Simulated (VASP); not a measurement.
# HfN (Fm-3m) in VASP: single point with PBE

Aim: the single point of HfN with PBE.

Program: VASP 6.6.1. These are calculated values, not measurements. Logs are shortened: lines on timing, memory, paths and dates and some standing lists are left out, and cuts for length are marked.

**1. The cell of the first run**

It takes space group Fm-3m (No. 225, cubic). Conventional cell: a = 4.548 Å, b = 4.548 Å, c = 4.548 Å, α = 90.00°, β = 90.00°, γ = 90.00°. Within 3.0 Å of Hf (site symmetry m-3m) lie 6 N at 2.27 Å. N (site symmetry m-3m) has 6 Hf at 2.27 Å within 3.0 Å.

**2. Single point, PBE**

Input file INCAR:

```
PREC = Accurate
ENCUT = 520
EDIFF = 1E-6
ISMEAR = 0
SIGMA = 0.1
LREAL = False
LASPH = True
NELM = 80
ALGO = Normal
ISIF = 2
LWAVE = False
LCHARG = False
GGA = PE
NBANDS = 32
```

Input file KPOINTS:

```
regular mesh
0
Gamma
  12 12 4
```

Input file POSCAR:

```
HfN
1.0
    3.2157737866      0.0000000000      0.0000000000
   -1.6078868933      2.7849417920      0.0000000000
    0.0000000000      0.0000000000      7.8770049054
Hf N
3 3
Direct
    0.0000000000      0.0000000000      0.0000000000
    0.3333333333      0.6666666667      0.3333333333
    0.6666666667      0.3333333333      0.6666666667
    0.0000000000      0.0000000000      0.5000000000
    0.6666666667      0.3333333333      0.1666666667
    0.3333333333      0.6666666667      0.8333333333
```

Potentials or basis: VASP PAW PBE potentials, release 64 (Hf_pv, N).

The run is started by

```sh
cat potpaw_PBE.64/Hf_pv/POTCAR potpaw_PBE.64/N/POTCAR > POTCAR
mpirun -np 1 vasp_std > vasp.out
```

OUTCAR:

```text
PREC = Accurate
   ENCUT = 520
   EDIFF = 1E-6
   ISMEAR = 0
   LREAL = False
   LASPH = True
   NELM = 80
   ISIF = 2
   GGA = PE

 ion  position               nearest neighbor table
   1  0.000  0.000  0.000-   5 2.27   6 2.27   6 2.27   5 2.27   5 2.27   6 2.27   2 3.22   3 3.22
                             2 3.22   3 3.22   2 3.22   3 3.22
   2  0.333  0.667  0.333-   5 2.27   5 2.27   5 2.27   4 2.27   4 2.27   4 2.27   1 3.22   1 3.22
                             1 3.22   3 3.22   3 3.22   3 3.22
   3  0.667  0.333  0.667-   6 2.27   6 2.27   6 2.27   4 2.27   4 2.27   4 2.27   1 3.22   1 3.22
                             1 3.22   2 3.22   2 3.22   2 3.22
   4  0.000  0.000  0.500-   2 2.27   3 2.27   2 2.27   3 2.27   3 2.27   2 2.27
   5  0.667  0.333  0.167-   2 2.27   2 2.27   2 2.27   1 2.27   1 2.27   1 2.27
   6  0.333  0.667  0.833-   3 2.27   3 2.27   3 2.27   1 2.27   1 2.27   1 2.27

  LATTYP: Found a hexagonal cell.
 ALAT       =     3.2157737866
 C/A-ratio  =     2.4494897428

  Lattice vectors:

 A1 = (   3.2157737866,   0.0000000000,   0.0000000000)
 A2 = (  -1.6078868933,   2.7849417920,   0.0000000000)
 A3 = (   0.0000000000,   0.0000000000,   7.8770049054)

Analysis of symmetry for initial positions (statically):
=====================================================================
 Subroutine PRICEL returns following result:

  LATTYP: Found a face centered cubic cell.
 ALAT       =     4.5477909021

  Lattice vectors:

 A1 = (   1.6078868931,  -0.9283139306,   2.6256683015)
 A2 = (  -0.0000000002,   1.8566278614,   2.6256683015)
 A3 = (  -1.6078868930,  -0.9283139309,   2.6256683023)

   3 primitive cells build up your supercell.

 Routine SETGRP: Setting up the symmetry group for a
 hexagonal supercell.

 Subroutine GETGRP returns: Found 12 space group operations
 (whereof 12 operations were pure point group operations)
 out of a pool of 24 trial point group operations.

The static configuration has the point symmetry D_3d.

Analysis of symmetry for dynamics (positions and initial velocities):
=====================================================================
 Subroutine PRICEL returns following result:

  LATTYP: Found a face centered cubic cell.
 ALAT       =     4.5477909021

  Lattice vectors:

 A1 = (   1.6078868931,  -0.9283139306,   2.6256683015)
 A2 = (  -0.0000000002,   1.8566278614,   2.6256683015)
 A3 = (  -1.6078868930,  -0.9283139309,   2.6256683023)

   3 primitive cells build up your supercell.

 Routine SETGRP: Setting up the symmetry group for a
 hexagonal supercell.

 Subroutine GETGRP returns: Found 12 space group operations
 (whereof 12 operations were pure point group operations)
 out of a pool of 24 trial point group operations.

The dynamic configuration has the point symmetry D_3d.

 Subroutine INISYM returns: Found 12 space group operations
 (whereof 12 operations are pure point group operations),
 and found     3 'primitive' translations

----------------------------------------------------------------------------------------

                                     Primitive cell

  volume of cell :      23.5148

  direct lattice vectors                    reciprocal lattice vectors
     1.607886893 -0.928313931  2.625668302     0.310967147 -0.179536966  0.126951806
    -0.000000000  1.856627861  2.625668302    -0.000000000  0.359073932  0.126951806
    -1.607886893 -0.928313931  2.625668302    -0.310967147 -0.179536966  0.126951806

  length of vectors
     3.215773786  3.215773786  3.215773787     0.380855419  0.380855419  0.380855419

  position of ions in fractional coordinates (direct lattice)
     0.000000000  0.000000000  0.000000000
     0.500000000  0.500000000  0.500000000

  ion indices of the primitive-cell ions
   primitive index   ion index
                 1           1
                 2           6

----------------------------------------------------------------------------------------

 KPOINTS: regular mesh

Automatic generation of k-mesh.
 Grid dimensions read from file:
 generate k-points for:   12   12    4

 Generating k-lattice:

  Cartesian coordinates                     Fractional coordinates (reciprocal lattice)
     0.025913929  0.014961414  0.000000000     0.083333333  0.000000000  0.000000000
     0.000000000  0.029922828  0.000000000     0.000000000  0.083333333  0.000000000
     0.000000000  0.000000000  0.031737952     0.000000000  0.000000000  0.250000000

  Length of vectors
     0.029922828  0.029922828  0.031737952

  Shift w.r.t. Gamma in fractional coordinates (k-lattice)
     0.000000000  0.000000000  0.000000000

 Subroutine IBZKPT returns following result:
 ===========================================

 Found     69 irreducible k-points:

 Following reciprocal coordinates:
            Coordinates               Weight
  0.000000  0.000000  0.000000      1.000000
  0.083333 -0.000000  0.000000      6.000000
  0.166667 -0.000000  0.000000      6.000000
  0.250000 -0.000000  0.000000      6.000000
  0.333333 -0.000000  0.000000      6.000000
  0.416667 -0.000000  0.000000      6.000000
[... 16 lines left out ...]
  0.166667 -0.000000  0.250000      6.000000
  0.000000  0.166667  0.250000      6.000000
 [... further k-points ...]
   k-points           NKPTS =     69   k-points in BZ     NKDIM =     69   number of bands    NBANDS=     32
   number of dos      NEDOS =    301   number of ions     NIONS =      6
   total plane-waves  NPLWV =  34560
   dimension x,y,z NGX =    24 NGY =   24 NGZ =   60
   dimension x,y,z NGXF=    48 NGYF=   48 NGZF=  120
   ions per type =               3   3
   NGX,Y,Z   is equivalent  to a cutoff of  12.41, 12.41, 12.66 a.u.
   NGXF,Y,Z  is equivalent  to a cutoff of  24.81, 24.81, 25.33 a.u.
 SYSTEM =  unknown system
   PREC   = accura    normal or accurate (medium, high low for compatibility)
   ISTART =      0    job   : 0-new  1-cont  2-samecut
   ICHARG =      2    charge: 1-file 2-atom 10-const
   ISPIN  =      1    spin polarized calculation?
   LNONCOLLINEAR =      F non collinear calculations
   LSORBIT =      F    spin-orbit coupling
   LASPH  =      T    aspherical Exc in radial PAW
   ENCUT  =  520.0 eV  38.22 Ry    6.18 a.u.   5.98  5.98 14.65*2*pi/ulx,y,z
   NELM   =     80;   NELMIN=  2; NELMDL= -5     # of ELM steps
   EDIFF  = 0.1E-05   stopping-criterion for ELM
   LREAL  =      F    real-space projection
   EDIFFG = 0.1E-04   stopping-criterion for IOM
   NSW    =      0    number of steps for IOM
   IBRION =     -1    ionic relax: 0-MD 1-quasi-New 2-CG
   NFREE  =      0    steps in history (QN), initial steepest desc. (CG)
   ISIF   =      2    stress and relaxation
   ISYM   =      2    0-nonsym 1-usesym 2-fastsym
   POTIM  = 0.5000    time-step for ionic-motion
   TEBEG  =    0.0;   TEEND  =   0.0 temperature during run
   PSTRESS=    0.0 pullay stress
   NELECT =      45.0000    total number of electrons
   NUPDOWN=      -1.0000    fix difference up-down
   EMIN   =  10.00;   EMAX   =-10.00  energy-range for DOS
   EFERMI =   0.00;   METHOD = LEGACY
   ISMEAR =     0;   SIGMA  =   0.10  broadening in eV -4-tet -1-fermi 0-gaus
   EFERMI_NEDOS =   21; number of points for ismear=-14 and -15
   IALGO  =     38    algorithm
   IMIX   =      4    mixing-type and parameters
     AMIX     =   0.40;   BMIX     =  1.00
     AMIX_MAG =   1.60;   BMIX_MAG =  1.00
  volume/ion in A,a.u.               =      11.76        79.34
  Fermi-wavevector in a.u.,A,eV,Ry     =   1.409261  2.663117 27.021395  1.986016
  Thomas-Fermi vector in A             =   2.531335
   LORBIT       =      0    0 simple, 1 ext, 2 COOP (PROOUT), +10 PAW based schemes
   GGA     = PE    functional components
   LHFCALC =     F    Hartree Fock is set to
   AEXX    =    0.0000 exact exchange contribution
   IVDW    =     0    specifies the selected vdW correction
   LEPSILON=     F    determine dielectric tensor
   LRPA    =     F    only Hartree local field effects (RPA)
 non-spin polarized calculation
 Gauss-broadening in eV      SIGMA  =   0.10
  energy-cutoff  :      520.00
  volume of cell :       70.54
 maximum number of plane-waves:      1928
   NGX = 11   NGY = 11   NGZ = 29

 number of electron      45.0000006 magnetization

 Free energy of the ion-electron system (eV)
  ---------------------------------------------------
  ext. energy  EPLUGINS =         0.00000000
  ---------------------------------------------------
  free energy    TOTEN  =       -65.27720403 eV

  energy without entropy =      -65.26748478  energy(sigma->0) =      -65.27234441

 E-fermi :   8.1877     XC(G=0): -12.6290

 val. band max:        8.1840696283   @ k =  -0.0833   0.5000   0.2500
 cond. band min:       8.2394603217   @ k =   0.2500   0.0833   0.0000
 fundamental gap:      0.0553906935
 Fermi energy:         8.1877450351

 k-point     1 :       0.0000    0.0000    0.0000
  band No.  band energies     occupation
      1     -23.7014      2.00000
      2     -23.7014      2.00000
      3     -23.0786      2.00000
      4     -23.0786      2.00000
      5     -23.0786      2.00000
      6     -23.0786      2.00000
[... 24 lines left out ...]
     31      10.5162      0.00000
     32      10.5162      0.00000

 k-point     2 :       0.0833   -0.0000    0.0000
  band No.  band energies     occupation
      1     -23.6911      2.00000
      2     -23.6904      2.00000
      3     -23.1355      2.00000
      4     -23.1088      2.00000
      5     -23.0954      2.00000
      6     -23.0720      2.00000
[... 24 lines left out ...]
     31      10.8499      0.00000
     32      11.1302      0.00000
[... 733 lines left out ...]
     31      11.3353      0.00000
     32      11.8998      0.00000

 k-point    24 :       0.0000    0.1667    0.2500
  band No.  band energies     occupation
      1     -23.7761      2.00000
      2     -23.5014      2.00000
      3     -23.2817      2.00000
      4     -23.2619      2.00000
      5     -23.1392      2.00000
      6     -23.1323      2.00000
[... 24 lines left out ...]
     31      11.3898      0.00000
     32      11.9955      0.00000

 [... further k-points ...]

------------------------ aborting loop because EDIFF is reached ----------------------------------------

  FORCE on cell =-STRESS in cart. coord.  units (eV):
  Direction    XX          YY          ZZ          XY          YZ          ZX
  --------------------------------------------------------------------------------------
  -------------------------------------------------------------------------------------
  Total       -1.0113546     -1.0113546     -1.0950590      0.0000000      0.0000000      0.0000000
  in kB      -22.9694871    -22.9694871    -24.8705496      0.0000000      0.0000000      0.0000000
  external PRESSURE =     -23.6031746 kB  Pullay stress =       0.0000000 kB

 VOLUME and BASIS-vectors are now :
 -----------------------------------------------------------------------------
  energy-cutoff  :      520.00
  volume of cell :       70.54
      direct lattice vectors                 reciprocal lattice vectors
     3.215773787  0.000000000  0.000000000     0.310967147  0.179536966  0.000000000
    -1.607886893  2.784941792  0.000000000     0.000000000  0.359073932  0.000000000
     0.000000000  0.000000000  7.877004905     0.000000000  0.000000000  0.126951806

 POSITION                                       TOTAL-FORCE (eV/Angst)
 -----------------------------------------------------------------------------------
      0.00000      0.00000      0.00000         0.000000     -0.000000      0.000000
     -0.00000      1.85663      2.62567        -0.000000     -0.000000      0.000000
      1.60789      0.92831      5.25134         0.000000      0.000000     -0.000000
      0.00000      0.00000      3.93850         0.000000     -0.000000      0.000000
      1.60789      0.92831      1.31283        -0.000000      0.000000      0.000000
     -0.00000      1.85663      6.56417        -0.000000     -0.000000      0.000000
 -----------------------------------------------------------------------------------
    total drift:                               -0.000000      0.000000     -0.000000

  FREE ENERGIE OF THE ION-ELECTRON SYSTEM (eV)
  ---------------------------------------------------
  free  energy   TOTEN  =       -65.2772040344 eV

  energy  without entropy=      -65.2674847785  energy(sigma->0) =      -65.27234441
```

Run time: 66 s. Hardware: 1 thread of Intel Xeon Platinum 8488C (Sapphire Rapids), shared host; peak memory 0.26 GiB.

What came out:

```yaml
Free_energy: -65.2772 eV
Pressure: -2.4 GPa
Band_gap_on_the_k_mesh: zero (an odd number of electrons rules out a gap without spin polarisation)
```

Caveat: spin-orbit coupling is left out, which moves the levels of the heavy elements.

The gap in the log of VASP goes by the Fermi energy; the results here count the filled bands.